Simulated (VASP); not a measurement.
# Ge (I4_1/amd) in VASP: single point with r2SCAN

Aim: the single point of Ge with r2SCAN.

All numbers are computed with VASP 6.6.1; they aren't measurements. Logs are shortened: lines on timing, memory, paths and dates and some standing lists are left out, and cuts for length are marked.

**1. The cell of the first run**

It takes space group I4_1/amd (No. 141, tetragonal). Conventional cell: a = 4.986 Å, b = 4.986 Å, c = 3.003 Å, α = 90.00°, β = 90.00°, γ = 90.00°. Within 3.4 Å of Ge (site symmetry -4m2) lie 10 Ge at 2.60 to 3.36 Å.

**2. Single point, r2SCAN**

The input, POSCAR:

```
Ge
1.0
   -2.4930153970      2.4930153970      1.5015256437
    2.4930153970     -2.4930153970      1.5015256437
    2.4930153970      2.4930153970     -1.5015256437
Ge
2
Direct
    0.2500000000      0.7500000000      0.5000000000
    0.5000000000      0.5000000000      0.0000000000
```

The input, INCAR.step1:

```
SYSTEM = Ge
ALGO = Normal ; EDIFF = 1E-5
ENCUT = 550 ; GGA = PE
GGA_COMPAT = .FALSE. ; ISMEAR = 0
KPAR = 4 ; LASPH = .TRUE.
LCHARG = .FALSE. ; LREAL = .FALSE.
LWAVE = .TRUE. ; NBANDS = 21
NELM = 120 ; PREC = Accurate
SIGMA = 0.15
```

The input, INCAR.step2:

```
SYSTEM = Ge
ALGO = Normal ; EDIFF = 1E-6
ENCUT = 550 ; GGA_COMPAT = .FALSE.
ISIF = 2 ; ISMEAR = 0
ISTART = 1 ; KPAR = 4
LASPH = .TRUE. ; LCHARG = .FALSE.
LMIXTAU = .TRUE. ; LREAL = .FALSE.
LWAVE = .FALSE. ; METAGGA = R2SCAN
NBANDS = 21 ; NELM = 120
PREC = Accurate ; SIGMA = 0.15
```

The input, KPOINTS:

```
k-points
0
G
  26 26 26
  0 0 0
```

Potentials or basis: VASP PAW PBE potentials, release 64 (Ge_d).

Started as:

```
> cat potpaw_PBE.64/Ge_d/POTCAR > POTCAR
> cp INCAR.step1 INCAR
> mpirun -np 4 vasp_std > vasp.out
> cp INCAR.step2 INCAR
> mpirun -np 4 vasp_std > vasp.out
```

OUTCAR:

```text
SYSTEM = Ge
   EDIFF = 1E-6
   ENCUT = 550
   ISIF = 2
   ISMEAR = 0
   ISTART = 1
   LASPH = .TRUE.
   LREAL = .FALSE.
   METAGGA = R2SCAN
   NELM = 120
   PREC = Accurate

 ion  position               nearest neighbor table
   1  0.250  0.750  0.500-   2 2.60   2 2.60   2 2.60   2 2.60
   2  0.500  0.500  0.000-   1 2.60   1 2.60   1 2.60   1 2.60

  LATTYP: Found a body centered tetragonal cell.
 ALAT       =     4.9860307940
 C/A-ratio  =     0.6022929684

  Lattice vectors:

 A1 = (  -2.4930153970,   2.4930153970,   1.5015256437)
 A2 = (   2.4930153970,  -2.4930153970,   1.5015256437)
 A3 = (   2.4930153970,   2.4930153970,  -1.5015256437)

Analysis of symmetry for initial positions (statically):
=====================================================================
 Subroutine PRICEL returns:
 Original cell was already a primitive cell.

 Routine SETGRP: Setting up the symmetry group for a
 body centered tetragonal supercell.

 Subroutine GETGRP returns: Found 16 space group operations
 (whereof  8 operations were pure point group operations)
 out of a pool of 16 trial point group operations.

The static configuration has the point symmetry D_2d.
 The point group associated with its full space group is D_4h.

Analysis of symmetry for dynamics (positions and initial velocities):
=====================================================================
 Subroutine PRICEL returns:
 Original cell was already a primitive cell.

 Routine SETGRP: Setting up the symmetry group for a
 body centered tetragonal supercell.

 Subroutine GETGRP returns: Found 16 space group operations
 (whereof  8 operations were pure point group operations)
 out of a pool of 16 trial point group operations.

The dynamic configuration has the point symmetry D_2d.
 The point group associated with its full space group is D_4h.

 Subroutine INISYM returns: Found 16 space group operations
 (whereof  8 operations are pure point group operations),
 and found     1 'primitive' translations

----------------------------------------------------------------------------------------

                                     Primitive cell

  volume of cell :      37.3287

  direct lattice vectors                    reciprocal lattice vectors
    -2.493015397  2.493015397  1.501525644     0.000000000  0.200560334  0.332994646
     2.493015397 -2.493015397  1.501525644     0.200560334  0.000000000  0.332994646
     2.493015397  2.493015397 -1.501525644     0.200560334  0.200560334  0.000000000

  length of vectors
     3.832079174  3.832079174  3.832079174     0.388728545  0.388728545  0.283635144

  position of ions in fractional coordinates (direct lattice)
     0.250000000  0.750000000  0.500000000
     0.500000000  0.500000000  0.000000000

  ion indices of the primitive-cell ions
   primitive index   ion index
                 1           1
                 2           2

----------------------------------------------------------------------------------------

 KPOINTS: k-points

Automatic generation of k-mesh.
 Grid dimensions read from file:
 generate k-points for:   26   26   26

 Generating k-lattice:

  Cartesian coordinates                     Fractional coordinates (reciprocal lattice)
     0.000000000  0.007713859  0.012807486     0.038461538  0.000000000  0.000000000
     0.007713859  0.000000000  0.012807486     0.000000000  0.038461538  0.000000000
     0.007713859  0.007713859  0.000000000     0.000000000  0.000000000  0.038461538

  Length of vectors
     0.014951098  0.014951098  0.010909044

  Shift w.r.t. Gamma in fractional coordinates (k-lattice)
     0.000000000  0.000000000  0.000000000

 Subroutine IBZKPT returns following result:
 ===========================================

 Found   1330 irreducible k-points:

 Following reciprocal coordinates:
            Coordinates               Weight
  0.000000  0.000000  0.000000      1.000000
  0.038462  0.000000 -0.000000      8.000000
  0.076923  0.000000 -0.000000      8.000000
  0.115385  0.000000  0.000000      8.000000
  0.153846  0.000000 -0.000000      8.000000
  0.192308  0.000000 -0.000000      8.000000
[... 16 lines left out ...]
  0.346154  0.038462 -0.000000     16.000000
  0.384615  0.038462 -0.000000     16.000000
 [... further k-points ...]
   k-points           NKPTS =   1330   k-points in BZ     NKDIM =   1330   number of bands    NBANDS=     21
   number of dos      NEDOS =    301   number of ions     NIONS =      2
   total plane-waves  NPLWV =  27000
   dimension x,y,z NGX =    30 NGY =   30 NGZ =   30
   dimension x,y,z NGXF=    60 NGYF=   60 NGZF=   60
   ions per type =               2
   NGX,Y,Z   is equivalent  to a cutoff of  13.01, 13.01, 13.01 a.u.
   NGXF,Y,Z  is equivalent  to a cutoff of  26.03, 26.03, 26.03 a.u.
 SYSTEM =  Ge
   PREC   = accura    normal or accurate (medium, high low for compatibility)
   ISTART =      1    job   : 0-new  1-cont  2-samecut
   ICHARG =      0    charge: 1-file 2-atom 10-const
   ISPIN  =      1    spin polarized calculation?
   LNONCOLLINEAR =      F non collinear calculations
   LSORBIT =      F    spin-orbit coupling
   LASPH  =      T    aspherical Exc in radial PAW
   ENCUT  =  550.0 eV  40.42 Ry    6.36 a.u.   7.33  7.33  7.33*2*pi/ulx,y,z
   NELM   =    120;   NELMIN=  2; NELMDL=  0     # of ELM steps
   EDIFF  = 0.1E-05   stopping-criterion for ELM
   LREAL  =      F    real-space projection
   EDIFFG = 0.1E-04   stopping-criterion for IOM
   NSW    =      0    number of steps for IOM
   IBRION =     -1    ionic relax: 0-MD 1-quasi-New 2-CG
   NFREE  =      0    steps in history (QN), initial steepest desc. (CG)
   ISIF   =      2    stress and relaxation
   ISYM   =      2    0-nonsym 1-usesym 2-fastsym
   POTIM  = 0.5000    time-step for ionic-motion
   TEBEG  =    0.0;   TEEND  =   0.0 temperature during run
   PSTRESS=    0.0 pullay stress
   NELECT =      28.0000    total number of electrons
   NUPDOWN=      -1.0000    fix difference up-down
   EMIN   =  10.00;   EMAX   =-10.00  energy-range for DOS
   EFERMI =   0.00;   METHOD = LEGACY
   ISMEAR =     0;   SIGMA  =   0.15  broadening in eV -4-tet -1-fermi 0-gaus
   EFERMI_NEDOS =   21; number of points for ismear=-14 and -15
   IALGO  =     38    algorithm
   IMIX   =      4    mixing-type and parameters
     AMIX     =   0.40;   BMIX     =  1.00
     AMIX_MAG =   1.60;   BMIX_MAG =  1.00
  volume/ion in A,a.u.               =      18.66       125.95
  Fermi-wavevector in a.u.,A,eV,Ry     =   1.487465  2.810900 30.103580  2.212551
  Thomas-Fermi vector in A             =   2.600622
   LORBIT       =      0    0 simple, 1 ext, 2 COOP (PROOUT), +10 PAW based schemes
   METAGGA = R2SCAN    functional components
   LHFCALC =     F    Hartree Fock is set to
   AEXX    =    0.0000 exact exchange contribution
   IVDW    =     0    specifies the selected vdW correction
   LEPSILON=     F    determine dielectric tensor
   LRPA    =     F    only Hartree local field effects (RPA)
 non-spin polarized calculation
 Gauss-broadening in eV      SIGMA  =   0.15
  energy-cutoff  :      550.00
  volume of cell :       37.33
 maximum number of plane-waves:      1126
 NGX is ok and might be reduce to    30
   NGX = 15   NGY = 15   NGZ = 15

 number of electron      27.9999991 magnetization

 Free energy of the ion-electron system (eV)
  ---------------------------------------------------
  ext. energy  EPLUGINS =         0.00000000
  ---------------------------------------------------
  free energy    TOTEN  =       -27.00250291 eV

  energy without entropy =      -26.99475260  energy(sigma->0) =      -26.99862775

 E-fermi :   6.6048     XC(G=0): -12.3241

 val. band max:        6.6042969396   @ k =  -0.1923  -0.4231   0.0769
 cond. band min:       6.6079077023   @ k =   0.3462   0.1923   0.0000
 fundamental gap:      0.0036107627
 Fermi energy:         6.6047952089

 k-point     1 :       0.0000    0.0000    0.0000
  band No.  band energies     occupation
      1     -18.9124      2.00000
      2     -18.8212      2.00000
      3     -18.8082      2.00000
      4     -18.7759      2.00000
      5     -18.7245      2.00000
      6     -18.7245      2.00000
[... 13 lines left out ...]
     20      19.1175      0.00000
     21      19.1775      0.00000

 k-point     2 :       0.0385    0.0000   -0.0000
  band No.  band energies     occupation
      1     -18.9119      2.00000
      2     -18.8204      2.00000
      3     -18.8075      2.00000
      4     -18.7751      2.00000
      5     -18.7252      2.00000
      6     -18.7247      2.00000
[... 13 lines left out ...]
     20      19.1452      0.00000
     21      19.4061      0.00000

 k-point     3 :       0.0769    0.0000   -0.0000
  band No.  band energies     occupation
      1     -18.9102      2.00000
      2     -18.8179      2.00000
      3     -18.8054      2.00000
      4     -18.7731      2.00000
      5     -18.7274      2.00000
      6     -18.7246      2.00000
[... 13 lines left out ...]
     20      18.5144      0.00000
     21      19.1351      0.00000

 k-point     4 :       0.1154    0.0000    0.0000
  band No.  band energies     occupation
      1     -18.9074      2.00000
      2     -18.8140      2.00000
      3     -18.8023      2.00000
      4     -18.7708      2.00000
      5     -18.7305      2.00000
      6     -18.7226      2.00000
[... 13 lines left out ...]
     20      17.7916      0.00000
     21      18.8068      0.00000

 k-point     5 :       0.1538    0.0000   -0.0000
  band No.  band energies     occupation
      1     -18.9037      2.00000
      2     -18.8089      2.00000
      3     -18.7990      2.00000
      4     -18.7693      2.00000
      5     -18.7343      2.00000
      6     -18.7175      2.00000
[... 13 lines left out ...]
     20      17.1458      0.00000
     21      18.7181      0.00000
[... 382 lines left out ...]
     20      15.6077      0.00000
     21      19.4945      0.00000

 k-point    22 :       0.3077    0.0385   -0.0000
  band No.  band energies     occupation
      1     -18.8819      2.00000
      2     -18.7905      2.00000
      3     -18.7843      2.00000
      4     -18.7798      2.00000
      5     -18.7431      2.00000
      6     -18.7279      2.00000
[... 13 lines left out ...]
     20      15.7270      0.00000
     21      19.9609      0.00000

 k-point    23 :       0.3462    0.0385   -0.0000
  band No.  band energies     occupation
      1     -18.8769      2.00000
      2     -18.7929      2.00000
      3     -18.7862      2.00000
      4     -18.7816      2.00000
      5     -18.7391      2.00000
      6     -18.7304      2.00000
[... 13 lines left out ...]
     20      16.6680      0.00000
     21      20.4623      0.00000

 k-point    24 :       0.3846    0.0385   -0.0000
  band No.  band energies     occupation
      1     -18.8721      2.00000
      2     -18.7998      2.00000
      3     -18.7884      2.00000
      4     -18.7798      2.00000
      5     -18.7342      2.00000
      6     -18.7324      2.00000
[... 13 lines left out ...]
     20      17.7384      0.00000
     21      20.9545      0.00000

 [... further k-points ...]

------------------------ aborting loop because EDIFF is reached ----------------------------------------

  FORCE on cell =-STRESS in cart. coord.  units (eV):
  Direction    XX          YY          ZZ          XY          YZ          ZX
  --------------------------------------------------------------------------------------
  -------------------------------------------------------------------------------------
  Total        0.5277806      0.5277806     -0.4132241      0.0000000      0.0000000      0.0000000
  in kB       22.6527717     22.6527717    -17.7359126      0.0000000      0.0000000      0.0000000
  external PRESSURE =       9.1898769 kB  Pullay stress =       0.0000000 kB

 VOLUME and BASIS-vectors are now :
 -----------------------------------------------------------------------------
  energy-cutoff  :      550.00
  volume of cell :       37.33
      direct lattice vectors                 reciprocal lattice vectors
    -2.493015397  2.493015397  1.501525644     0.000000000  0.200560334  0.332994646
     2.493015397 -2.493015397  1.501525644     0.200560334  0.000000000  0.332994646
     2.493015397  2.493015397 -1.501525644     0.200560334  0.200560334  0.000000000

 POSITION                                       TOTAL-FORCE (eV/Angst)
 -----------------------------------------------------------------------------------
      2.49302      0.00000      0.75076        -0.000000      0.000000     -0.000000
      0.00000      0.00000      1.50153         0.000000     -0.000000      0.000000
 -----------------------------------------------------------------------------------
    total drift:                                0.000000     -0.000000      0.000000

  FREE ENERGIE OF THE ION-ELECTRON SYSTEM (eV)
  ---------------------------------------------------
  free  energy   TOTEN  =       -27.0025029096 eV

  energy  without entropy=      -26.9947525989  energy(sigma->0) =      -26.99862775
```

Wall time 33 min (4 MPI ranks of Oxide Virtual Turin-like, shared host); peak memory 0.87 GiB.

What came out:

| Quantity | Value |
| --- | --- |
| Free energy | -27.0025 eV |
| Pressure | 0.9 GPa |
| Band gap on the k mesh | zero (bands 14 and 15 overlap by 6.31 eV) |

Caveat: the PAW data sets were made with another functional, which shifts forces and pressure a little.
